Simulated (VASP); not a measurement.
Crystal: MgTe4.

```
CELL_PARAMETERS angstrom
5.25294 0.00000 0.00000
0.00000 5.25294 0.00000
0.00000 0.00000 5.25294
ATOMIC_POSITIONS crystal
Mg 0.00000 0.00000 0.00000
Te 0.50000 0.50000 0.50000
Te 0.00000 0.50000 0.50000
Te 0.50000 0.00000 0.50000
Te 0.50000 0.50000 0.00000
```

The cell was built from a structure type or drawn by symmetry, and may not be a known phase.

* Program: VASP 6.6.1
* Task: relaxation of cell and atoms
* Functional: PBE
* Potentials or basis: VASP PAW PBE potentials, release 64 (Mg, Te)
* Cutoff: 600 eV
* k mesh: 4 × 4 × 4
* Occupations: gaussian, width 0.1 eV
* Spin: no spin polarisation

At the start: pressure 18.4 GPa; volume 28.99 Å³/atom.

**Question.** Where does the relaxation end?

**Answer.** Over 3 steps the energy falls by 425.1 meV/atom and the volume is 38.65 Å³/atom (+33.3 %); space group Pm-3m (No. 221, to 0.1 Å) before and after.

The path:
```csv
step,energy change (eV),largest force (eV/Å),pressure (GPa),volume (Å³)
1,0.0000,0.0000,18.39,144.95
2,-1.7634,0.0000,-3.10,226.54
3,-2.1256,0.0000,0.12,193.26
```

Final structure:
```
Mg Te
1.0
     5.78155    0.00000    0.00000
     0.00000    5.78155    0.00000
     0.00000    0.00000    5.78155
Mg Te
1 4
Cartesian
  0.0000 0.0000 0.0000
  2.8908 2.8908 2.8908
  0.0000 2.8908 2.8908
  2.8908 0.0000 2.8908
  2.8908 2.8908 0.0000
```

Caveat: the volume moved by over 15 % at a fixed basis, so the end points are rough.
